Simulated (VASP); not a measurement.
A run of VASP 6.6.1:

File POSCAR:

```
Re
1.0
    2.7582745452      0.0000000000      0.0000000000
   -1.3791372726      2.3887358268      0.0000000000
    0.0000000000      0.0000000000      4.4637316910
Re
2
Direct
    0.3333333333      0.6666666667      0.2500000000
    0.6666666667      0.3333333333      0.7500000000
```

Contents of INCAR.step1:

```
SYSTEM = Re
PREC = Accurate ; ENCUT = 520
ISMEAR = -1 ; SIGMA = 0.1
LREAL = .False. ; LASPH = .True.
NELM = 60 ; NBANDS = 14
GGA = PE ; ALGO = Normal
EDIFF = 1E-4 ; LWAVE = .True.
LCHARG = .False.
```

The input INCAR.step2:

```
SYSTEM = Re
PREC = Accurate ; ENCUT = 520
EDIFF = 1E-7 ; ISMEAR = -1
SIGMA = 0.1 ; LREAL = .False.
LASPH = .True. ; NELM = 60
ALGO = Normal ; ISIF = 2
LWAVE = .False. ; LCHARG = .False.
METAGGA = R2SCAN ; LMIXTAU = .True.
NBANDS = 14 ; ISTART = 1
```

KPOINTS

```
Automatic mesh
0
Gamma
  11 11 6
  0 0 0
```

Potentials or basis: VASP PAW PBE potentials, release 64 (Re).

The run is started by

```console
$ cat potpaw_PBE.64/Re/POTCAR > POTCAR
$ cp INCAR.step1 INCAR
$ mpirun -np 1 vasp_std > vasp.out
$ cp INCAR.step2 INCAR
$ mpirun -np 1 vasp_std > vasp.out
```

Hardware: 1 thread of AMD EPYC 9R45 96-Core Processor (Zen 5), on a shared host.

Problem. Estimate the wall time of this run.

Solution. Wall time 82 s on 1 thread of AMD EPYC 9R45 96-Core Processor (Zen 5), with other jobs on the host, peak memory 0.14 GiB. Counts: k points 64.
